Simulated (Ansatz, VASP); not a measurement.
## One calculation of LiF, two programs

File INCAR:

```
SYSTEM = LiF
PREC     = Accurate       ! precision mode
ENCUT    = 520            ! plane-wave cutoff, eV
EDIFF    = 1E-6           ! SCF threshold, eV
ISMEAR   = -1             ! smearing method
SIGMA    = 0.02           ! smearing width, eV
LREAL    = .False.        ! projectors in reciprocal space
LASPH    = .True.         ! aspherical terms in the spheres
NELM     = 100            ! most SCF steps
ALGO     = Normal         ! electronic algorithm
ISIF     = 2              ! what is computed and relaxed
LWAVE    = .False.        ! write WAVECAR
LCHARG   = .True.         ! write CHGCAR
GGA      = PE             ! functional
LELF     = .True.         ! ELF
LVHAR    = .True.       
NBANDS   = 12             ! bands
```

File KPOINTS:

```
Automatic mesh
0
Gamma
  10 10 10
  0 0 0
```

Contents of POSCAR:

```
LiF
1.0
    0.0000000000      1.8757778977      2.0915369418
    1.8757778977      0.0000000000      2.0915369418
    1.8757778977      1.8757778977      0.0000000000
Li F
1 1
Direct
    0.0000000000      0.0000000000      0.0000000000
    0.5000000000      0.5000000000      0.5000000000
```

Input for Ansatz:

```yaml
crystal:
  lattice:
    - [0.0, 1.8757778977, 2.0915369418]
    - [1.8757778977, 0.0, 2.0915369418]
    - [1.8757778977, 1.8757778977, 0.0]
  atoms:
    - { symbol: Li, position: [0.0, 0.0, 0.0] }
    - { symbol: F, position: [0.5, 0.5, 0.5] }
kpoints:
  mp_grid: { grid: [10, 10, 10] }
  band_path:
    path:
      - [0.0, 0.0, 0.0]
      - [0.5, 0.0, 0.5]
      - [0.625, 0.25, 0.625]
      - [0.375, 0.375, 0.75]
      - [0.5, 0.5, 0.5]
      - [0.5, 0.25, 0.75]
    npoints: 1
hamiltonian:
  xc: pbe
scf:
  occupations: { method: fermi_dirac, width: 0.02 }
  n_extra_bands: 4
output:
  forces: true
  stress: true
  eigenvalues: true
  write_density: true
  write_potential: true
  elf: true
  volumetric_format: npy
```

Change from the starting cell: epitaxial_xy strain -6.0%.

Alike in both runs: task single point; functional PBE; k mesh 10 × 10 × 10; occupations fermi-dirac, width 0.02 eV; no spin polarisation.

|  | VASP | Ansatz |
| --- | --- | --- |
| version | VASP 6.6.1 | Ansatz 0.2.0 |
| potentials or method | VASP PAW PBE potentials, release 64 (Li_sv, F) | plane waves, PAW |
| plane-wave cutoff (eV) | 520 | 420 |
| valence electrons in the cell | 10 | 10 |

|  | VASP | Ansatz | Ansatz less VASP |
| --- | --- | --- | --- |
| gap on the k mesh at the Fermi level (eV) | 9.90 | 9.90 | -0.001 |

The functional is the same, so the differences come from potentials, cutoffs and numerics.

Noted on VASP's run: the cutoff is short for stress, so the pressure is rough.
